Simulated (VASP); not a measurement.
# CuO (CsCl type) (Pm-3m) in VASP: further runs

Runs on CuO (CsCl type). Level: PBE. Tasks: electric field gradients.

Everything below comes from runs of VASP 6.6.1. Logs are shortened: lines on timing, memory, paths and dates and some standing lists are left out, and cuts for length are marked.

### 1 The cell of the first run

Symmetry: Pm-3m, No. 221, cubic system. Conventional cell: a = 2.654 Å, b = 2.654 Å, c = 2.654 Å, α = 90.00°, β = 90.00°, γ = 90.00°. Cu (site symmetry m-3m) has 8 O at 2.30 Å and 6 Cu at 2.65 Å within 3.0 Å. Within 3.0 Å of O (site symmetry m-3m) lie 8 Cu at 2.30 Å and 6 O at 2.65 Å.

### 2 Electric field gradients, PBE (volume scaled by 1.02)

Input file INCAR:

```
SYSTEM = CuO
PREC     = Accurate       ! precision mode
ENCUT    = 520            ! plane-wave cutoff, eV
EDIFF    = 1E-8           ! SCF threshold, eV
ISMEAR   = -1             ! smearing method
SIGMA    = 0.08           ! smearing width, eV
LREAL    = .FALSE.        ! projectors in reciprocal space
LASPH    = .TRUE.         ! aspherical terms in the spheres
NELM     = 120            ! most SCF steps
ALGO     = Normal         ! electronic algorithm
ISIF     = 2              ! what is computed and relaxed
LWAVE    = .FALSE.        ! write WAVECAR
LCHARG   = .FALSE.        ! write CHGCAR
GGA      = PE             ! functional
LEFG     = .TRUE.       
NBANDS   = 16             ! bands
GGA_COMPAT= .FALSE.
```

Input file KPOINTS:

```
Automatic mesh
0
G
  12 12 12
  0 0 0
```

Input file POSCAR:

```
CuO
1.0
    2.6542962143      0.0000000000      0.0000000000
    0.0000000000      2.6542962143      0.0000000000
    0.0000000000      0.0000000000      2.6542962143
Cu O
1 1
Direct
    0.0000000000      0.0000000000      0.0000000000
    0.5000000000      0.5000000000      0.5000000000
```

Potentials or basis: VASP PAW PBE potentials, release 64 (Cu, O).

The run is started by

```console
$ cat potpaw_PBE.64/Cu/POTCAR potpaw_PBE.64/O/POTCAR > POTCAR
$ mpirun -np 1 vasp_std > vasp.out
```

OUTCAR:

```text
SYSTEM = CuO
   PREC = Accurate
   ENCUT = 520
   EDIFF = 1E-8
   ISMEAR = -1
   LREAL = .FALSE.
   LASPH = .TRUE.
   NELM = 120
   ISIF = 2
   GGA = PE

 ion  position               nearest neighbor table
   1  0.000  0.000  0.000-   2 2.30   2 2.30   2 2.30   2 2.30   2 2.30   2 2.30   2 2.30   2 2.30

   2  0.500  0.500  0.500-   1 2.30   1 2.30   1 2.30   1 2.30   1 2.30   1 2.30   1 2.30   1 2.30

  LATTYP: Found a simple cubic cell.
 ALAT       =     2.6542962143

  Lattice vectors:

 A1 = (   2.6542962143,   0.0000000000,   0.0000000000)
 A2 = (   0.0000000000,   2.6542962143,   0.0000000000)
 A3 = (   0.0000000000,   0.0000000000,   2.6542962143)

Analysis of symmetry for initial positions (statically):
=====================================================================
 Subroutine PRICEL returns:
 Original cell was already a primitive cell.

 Routine SETGRP: Setting up the symmetry group for a
 simple cubic supercell.

 Subroutine GETGRP returns: Found 48 space group operations
 (whereof 48 operations were pure point group operations)
 out of a pool of 48 trial point group operations.

The static configuration has the point symmetry O_h .

Analysis of symmetry for dynamics (positions and initial velocities):
=====================================================================
 Subroutine PRICEL returns:
 Original cell was already a primitive cell.

 Routine SETGRP: Setting up the symmetry group for a
 simple cubic supercell.

 Subroutine GETGRP returns: Found 48 space group operations
 (whereof 48 operations were pure point group operations)
 out of a pool of 48 trial point group operations.

The dynamic configuration has the point symmetry O_h .

 Subroutine INISYM returns: Found 48 space group operations
 (whereof 48 operations are pure point group operations),
 and found     1 'primitive' translations

----------------------------------------------------------------------------------------

                                     Primitive cell

  volume of cell :      18.7003

  direct lattice vectors                    reciprocal lattice vectors
     2.654296214  0.000000000  0.000000000     0.376747702  0.000000000  0.000000000
     0.000000000  2.654296214  0.000000000     0.000000000  0.376747702  0.000000000
[... 116 lines left out ...]
 non-spin polarized calculation
  energy-cutoff  :      520.00
  volume of cell :       18.70
 maximum number of plane-waves:       518
 NGX is ok and might be reduce to    20
   NGX =  9   NGY =  9   NGZ =  9

 number of electron      17.0000027 magnetization

 Free energy of the ion-electron system (eV)
  ---------------------------------------------------
  ext. energy  EPLUGINS =         0.00000000
  ---------------------------------------------------
  free energy    TOTEN  =        -8.63742084 eV

  energy without entropy =       -8.57360334  energy(sigma->0) =       -8.60551209

 E-fermi :   6.0330     XC(G=0): -12.6464

 val. band max:        6.0236228643   @ k =   0.4167   0.0833   0.0000
 cond. band min:       6.0403656226   @ k =   0.3333   0.1667   0.0833
 fundamental gap:      0.0167427583
 Fermi energy:         6.0329657783

 k-point     1 :       0.0000    0.0000    0.0000
  band No.  band energies     occupation
      1     -13.0232      2.00000
      2       2.9193      2.00000
      3       2.9193      2.00000
      4       4.2951      2.00000
      5       4.2951      2.00000
      6       4.2951      2.00000
[... 433 lines left out ...]
      3       1.4130      2.00000
      4       3.4361      2.00000
      5       3.5824      2.00000
      6       4.1763      2.00000
[... 8 lines left out ...]
     15      31.1876      0.00000
     16      31.9124      0.00000

 [... further k-points ...]
[... 5 lines left out ...]
  --------------------------------------------------------------------------------------
  -------------------------------------------------------------------------------------
  Total       -0.3692409     -0.3692409     -0.3692409      0.0000000      0.0000000      0.0000000
  in kB      -31.6353176    -31.6353176    -31.6353176      0.0000000      0.0000000      0.0000000
  external PRESSURE =     -31.6353176 kB  Pullay stress =       0.0000000 kB

 VOLUME and BASIS-vectors are now :
 -----------------------------------------------------------------------------
  energy-cutoff  :      520.00
  volume of cell :       18.70
      direct lattice vectors                 reciprocal lattice vectors
     2.654296214  0.000000000  0.000000000     0.376747702  0.000000000  0.000000000
     0.000000000  2.654296214  0.000000000     0.000000000  0.376747702  0.000000000
     0.000000000  0.000000000  2.654296214     0.000000000  0.000000000  0.376747702

 POSITION                                       TOTAL-FORCE (eV/Angst)
 -----------------------------------------------------------------------------------
      0.00000      0.00000      0.00000         0.000000      0.000000      0.000000
      1.32715      1.32715      1.32715         0.000000      0.000000      0.000000
 -----------------------------------------------------------------------------------
    total drift:                               -0.000000      0.000000      0.000000

  FREE ENERGIE OF THE ION-ELECTRON SYSTEM (eV)
  ---------------------------------------------------
  free  energy   TOTEN  =        -8.6374208356 eV

  energy  without entropy=       -8.5736033355  energy(sigma->0) =       -8.60551209

 Electric field gradients (V/A^2)
---------------------------------------------------------------------
 ion       V_xx      V_yy      V_zz      V_xy      V_xz      V_yz
---------------------------------------------------------------------
   1       0.000     0.000     0.000    -0.000    -0.000    -0.000
   2       0.000    -0.000    -0.000     0.000    -0.000    -0.000
---------------------------------------------------------------------

 Electric field gradients after diagonalization (V/A^2)
 (convention: |V_zz| > |V_xx| > |V_yy|)
----------------------------------------------------------------------
 ion       V_xx      V_yy      V_zz     asymmetry (V_yy - V_xx)/ V_zz
----------------------------------------------------------------------
   1       0.000     0.000     0.000      -0.201
   2       0.000    -0.000    -0.000       0.368
----------------------------------------------------------------------

           NMR quadrupolar parameters

 Cq : quadrupolar parameter    Cq=e*Q*V_zz/h
 eta: asymmetry parameters     (V_yy - V_xx)/ V_zz
 Q  : nuclear electric quadrupole moment in mb (millibarn)
----------------------------------------------------------------------
 ion       Cq(MHz)       eta       Q (mb)
----------------------------------------------------------------------
   1       0.000      -0.201       1.000
   2      -0.000       0.368       1.000
----------------------------------------------------------------------
```

It used 44 s of CPU time on 1 thread of AMD EPYC 7R13 Processor (Zen 3) (shared host).

What came out:

| Property | Result |
| --- | --- |
| Free energy | -8.6374 eV |
| Pressure | -3.2 GPa |

Caveat: without QUAD_EFG the Cq values of the log hold for a quadrupole moment of 1 mb, not for the nuclei; an odd number of electrons without spin polarisation forces a metal; a magnetic or distorted state may lie lower; semilocal functionals often make such compounds metallic where correlation or magnetic order opens a gap, which also shifts bond lengths.

### 3 Electric field gradients, PBE (volume scaled by 1.06)

Input file INCAR:

```
ALGO = Normal
EDIFF = 1E-8
ENCUT = 520
GGA = PE
GGA_COMPAT = F
ISIF = 2
ISMEAR = -1
LASPH = T
LCHARG = F
LEFG = T
LREAL = F
LWAVE = F
NBANDS = 16
NELM = 120
PREC = Accurate
SIGMA = 0.08
```

Input file KPOINTS:

```
k-points
0
Gamma
  12 12 12
```

Input file POSCAR:

```
CuO
1.0
    2.6885489756      0.0000000000      0.0000000000
    0.0000000000      2.6885489756      0.0000000000
    0.0000000000      0.0000000000      2.6885489756
Cu O
1 1
Direct
    0.0000000000      0.0000000000      0.0000000000
    0.5000000000      0.5000000000      0.5000000000
```

Potentials or basis: VASP PAW PBE potentials, release 64 (Cu, O).

The run is started by

```console
$ cat potpaw_PBE.64/Cu/POTCAR potpaw_PBE.64/O/POTCAR > POTCAR
$ mpirun -np 1 vasp_std > vasp.out
```

OUTCAR:

```text
EDIFF = 1E-8
   ENCUT = 520
   GGA = PE
   ISIF = 2
   ISMEAR = -1
   LASPH = T
   LREAL = F
   NELM = 120
   PREC = Accurate

 ion  position               nearest neighbor table
   1  0.000  0.000  0.000-   2 2.33   2 2.33   2 2.33   2 2.33   2 2.33   2 2.33   2 2.33   2 2.33

   2  0.500  0.500  0.500-   1 2.33   1 2.33   1 2.33   1 2.33   1 2.33   1 2.33   1 2.33   1 2.33

  LATTYP: Found a simple cubic cell.
 ALAT       =     2.6885489756

  Lattice vectors:

 A1 = (   2.6885489756,   0.0000000000,   0.0000000000)
 A2 = (   0.0000000000,   2.6885489756,   0.0000000000)
 A3 = (   0.0000000000,   0.0000000000,   2.6885489756)

[... 667 lines left out ...]
  free  energy   TOTEN  =        -8.6110902546 eV

  energy  without entropy=       -8.5445169896  energy(sigma->0) =       -8.57780362

 Electric field gradients (V/A^2)
---------------------------------------------------------------------
 ion       V_xx      V_yy      V_zz      V_xy      V_xz      V_yz
---------------------------------------------------------------------
   1      -0.000    -0.000    -0.000    -0.000    -0.000    -0.000
   2      -0.000     0.000    -0.000    -0.000     0.000    -0.000
---------------------------------------------------------------------

 Electric field gradients after diagonalization (V/A^2)
 (convention: |V_zz| > |V_xx| > |V_yy|)
----------------------------------------------------------------------
 ion       V_xx      V_yy      V_zz     asymmetry (V_yy - V_xx)/ V_zz
----------------------------------------------------------------------
   1      -0.000    -0.000    -0.000      -0.021
   2       0.000    -0.000    -0.000       0.098
----------------------------------------------------------------------

           NMR quadrupolar parameters

 Cq : quadrupolar parameter    Cq=e*Q*V_zz/h
 eta: asymmetry parameters     (V_yy - V_xx)/ V_zz
 Q  : nuclear electric quadrupole moment in mb (millibarn)
----------------------------------------------------------------------
 ion       Cq(MHz)       eta       Q (mb)
----------------------------------------------------------------------
   1      -0.000      -0.021       1.000
   2      -0.000       0.098       1.000
----------------------------------------------------------------------
```

stdout:

```text
POSCAR found type information on POSCAR CuO
 POSCAR found :  2 types and       2 ions
 scaLAPACK will be used
 LDA part: xc-table for (Slater+PW92), standard interpolation
 POSCAR, INCAR and KPOINTS ok, starting setup
 FFT: planning ... GRIDC
 FFT: planning ... GRID_SOFT
 FFT: planning ... GRID
 WAVECAR not read
 entering main loop
ion   1

ion   2
```

It used 30 s of CPU time on 1 thread of AMD EPYC 7R13 Processor (Zen 3) (shared host).

Results:

```
Free energy : -8.6111 eV
Pressure    : -8.6 GPa
```

Caveat: without QUAD_EFG the Cq values of the log hold for a quadrupole moment of 1 mb, not for the nuclei; an odd number of electrons without spin polarisation forces a metal; a magnetic or distorted state may lie lower; semilocal functionals often make such compounds metallic where correlation or magnetic order opens a gap, which also shifts bond lengths.
